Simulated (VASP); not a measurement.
A run of VASP 6.6.1 is set up as follows.

INCAR

```
ALGO     = Normal         # electronic algorithm
EDIFF    = 1E-6           # SCF threshold, eV
EDIFFG   = -0.04          # ionic threshold
ENCUT    = 600            # plane-wave cutoff, eV
GGA      = PE             # functional
IBRION   = 2              # ionic algorithm
ISIF     = 3              # what is computed and relaxed
ISMEAR   = 0              # smearing method
LASPH    = T              # aspherical terms in the spheres
LCHARG   = F              # write CHGCAR
LREAL    = F              # projectors in reciprocal space
LWAVE    = F              # write WAVECAR
NELM     = 80             # most SCF steps
NSW      = 90             # ionic steps
PREC     = Accurate       # precision mode
SIGMA    = 0.1            # smearing width, eV
```

KPOINTS

```
k-points
0
Gamma
  4 4 4
```

The input POSCAR:

```
NaTa
1.0
    3.9506834602      0.0000000000      0.0000000000
    0.0000000000      3.9506834602      0.0000000000
    0.0000000000      0.0000000000      4.9920320897
Na Ta
2 2
Direct
    0.0000000000      0.5000000000      0.2351000000
    0.5000000000      0.0000000000      0.7649000000
    0.0000000000      0.0000000000      0.0000000000
    0.5000000000      0.5000000000      0.0000000000
```

Potentials or basis: VASP PAW PBE potentials, release 64 (Na_pv, Ta_pv).

Launch:

```bash
$ cat potpaw_PBE.64/Na_pv/POTCAR potpaw_PBE.64/Ta_pv/POTCAR > POTCAR
$ mpirun -np 1 vasp_std > vasp.out
```

(1) Predict the space group after relaxing (to 0.1 Å).

(2) Predict the relaxed volume.

(3) Estimate the relaxed cell.

(4) What does it give for the band gap on the k mesh?

## Answers

(1) P4/nmm (No. 129).

(2) 24.56 Å³/atom.

(3) a = 3.777 Å, b = 3.777 Å, c = 6.887 Å, α = 90.00°, β = 90.00°, γ = 90.00°.

(4) zero (bands 18 and 19 overlap by 0.88 eV).

Caveat: the k points lie up to 0.42 Å⁻¹ apart in the final cell, too coarse for converged energies and pressures of a metal; the volume moved by over 15 % at a fixed basis, so the end points are rough; spin-orbit coupling is left out, which moves the levels of the heavy elements.
